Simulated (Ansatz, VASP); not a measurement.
## Si: VASP beside Ansatz

INCAR

```
SYSTEM = Si
ALGO     = Normal         ! electronic algorithm
EDIFF    = 1E-6           ! SCF threshold, eV
ENCUT    = 520            ! plane-wave cutoff, eV
GGA      = PE             ! functional
ISIF     = 2              ! what is computed and relaxed
ISMEAR   = 0              ! smearing method
LASPH    = .True.         ! aspherical terms in the spheres
LCHARG   = .False.        ! write CHGCAR
LREAL    = Auto         
LWAVE    = .False.        ! write WAVECAR
NBANDS   = 86             ! bands
NELM     = 80             ! most SCF steps
PREC     = Accurate       ! precision mode
SIGMA    = 0.05           ! smearing width, eV
```

Contents of KPOINTS:

```
k-points
0
Gamma
  3 3 1
  0 0 0
```

File POSCAR:

```
Si
1.0
    7.5896000000      0.0000000000      0.0000000000
   -3.7948000000      6.5727860000      0.0000000000
    0.0000000000      0.0000000000     12.7099000000
Si
32
Direct
    0.0000000000      0.0000000000      0.4062000000
    0.0000000000      0.5000000000      0.4062000000
    0.5000000000      0.0000000000      0.4062000000
    0.5000000000      0.5000000000      0.4062000000
    0.0000000000      0.0000000000      0.9062000000
    0.0000000000      0.5000000000      0.9062000000
    0.5000000000      0.0000000000      0.9062000000
    0.5000000000      0.5000000000      0.9062000000
    0.0000000000      0.0000000000      0.0938000000
    0.0000000000      0.5000000000      0.0938000000
    0.5000000000      0.0000000000      0.0938000000
    0.5000000000      0.5000000000      0.0938000000
    0.0000000000      0.0000000000      0.5938000000
    0.0000000000      0.5000000000      0.5938000000
    0.5000000000      0.0000000000      0.5938000000
    0.5000000000      0.5000000000      0.5938000000
    0.1666670000      0.3333330000      0.3437000000
    0.1666670000      0.8333330000      0.3437000000
    0.6666670000      0.3333330000      0.3437000000
    0.6666670000      0.8333330000      0.3437000000
    0.3333330000      0.1666670000      0.8437000000
    0.3333330000      0.6666670000      0.8437000000
    0.8333330000      0.1666670000      0.8437000000
    0.8333330000      0.6666670000      0.8437000000
    0.1666670000      0.3333330000      0.1563000000
    0.1666670000      0.8333330000      0.1563000000
    0.6666670000      0.3333330000      0.1563000000
    0.6666670000      0.8333330000      0.1563000000
    0.3333330000      0.1666670000      0.6563000000
    0.3333330000      0.6666670000      0.6563000000
    0.8333330000      0.1666670000      0.6563000000
    0.8333330000      0.6666670000      0.6563000000
```

Input for Ansatz:

```yaml
crystal:
  lattice:
    - [7.5896, 0.0, 0.0]
    - [-3.7948, 6.572786, 0.0]
    - [0.0, 0.0, 12.7099]
  atoms:
    - { symbol: Si, position: [0.0, 0.0, 0.4062] }
    - { symbol: Si, position: [0.0, 0.5, 0.4062] }
    - { symbol: Si, position: [0.5, 0.0, 0.4062] }
    - { symbol: Si, position: [0.5, 0.5, 0.4062] }
    - { symbol: Si, position: [0.0, 0.0, 0.9062] }
    - { symbol: Si, position: [0.0, 0.5, 0.9062] }
    - { symbol: Si, position: [0.5, 0.0, 0.9062] }
    - { symbol: Si, position: [0.5, 0.5, 0.9062] }
    - { symbol: Si, position: [0.0, 0.0, 0.0938] }
    - { symbol: Si, position: [0.0, 0.5, 0.0938] }
    - { symbol: Si, position: [0.5, 0.0, 0.0938] }
    - { symbol: Si, position: [0.5, 0.5, 0.0938] }
    - { symbol: Si, position: [0.0, 0.0, 0.5938] }
    - { symbol: Si, position: [0.0, 0.5, 0.5938] }
    - { symbol: Si, position: [0.5, 0.0, 0.5938] }
    - { symbol: Si, position: [0.5, 0.5, 0.5938] }
    - { symbol: Si, position: [0.166667, 0.333333, 0.3437] }
    - { symbol: Si, position: [0.166667, 0.833333, 0.3437] }
    - { symbol: Si, position: [0.666667, 0.333333, 0.3437] }
    - { symbol: Si, position: [0.666667, 0.833333, 0.3437] }
    - { symbol: Si, position: [0.333333, 0.166667, 0.8437] }
    - { symbol: Si, position: [0.333333, 0.666667, 0.8437] }
    - { symbol: Si, position: [0.833333, 0.166667, 0.8437] }
    - { symbol: Si, position: [0.833333, 0.666667, 0.8437] }
    - { symbol: Si, position: [0.166667, 0.333333, 0.1563] }
    - { symbol: Si, position: [0.166667, 0.833333, 0.1563] }
    - { symbol: Si, position: [0.666667, 0.333333, 0.1563] }
    - { symbol: Si, position: [0.666667, 0.833333, 0.1563] }
    - { symbol: Si, position: [0.333333, 0.166667, 0.6563] }
    - { symbol: Si, position: [0.333333, 0.666667, 0.6563] }
    - { symbol: Si, position: [0.833333, 0.166667, 0.6563] }
    - { symbol: Si, position: [0.833333, 0.666667, 0.6563] }
basis:
  ecutwfc: 420
  fft_grid_basis: typed
kpoints:
  mp_grid: { grid: [3, 3, 1] }
hamiltonian:
  xc: pbe
  pseudopotentials: { kind: paw }
scf:
  occupations: { method: gaussian, width: 0.05 }
output:
  forces: true
  stress: false
  eigenvalues: true
  bader: false
  write_density: true
  volumetric_format: npy
```

Alike in both runs: task single point; functional PBE; k mesh 3 × 3 × 1; occupations gaussian, width 0.05 eV; no spin polarisation.

```csv
,VASP,Ansatz
version,VASP 6.6.1,Ansatz 0.2.0
potentials or method,"VASP PAW PBE potentials, release 64 (Si), cutoff 520 eV","scalar-relativistic, plane waves, PAW"
valence electrons in the cell,128,128
```

Ansatz gave:

* gap on the k mesh at the Fermi level (eV): 0.60
* rms of the force components (eV/Å): 0.175

Which values does VASP return?

gap on the k mesh at the Fermi level (eV): 0.60; rms of the force components (eV/Å): 0.174.

Atom by atom the forces differ by 0.001 eV/Å (rms over components). The functional is the same, so the differences come from potentials, cutoffs and numerics. Ansatz's warnings: structure snapped to symmetry.

The k mesh is coarse, so the values compare programs but aren't converged.
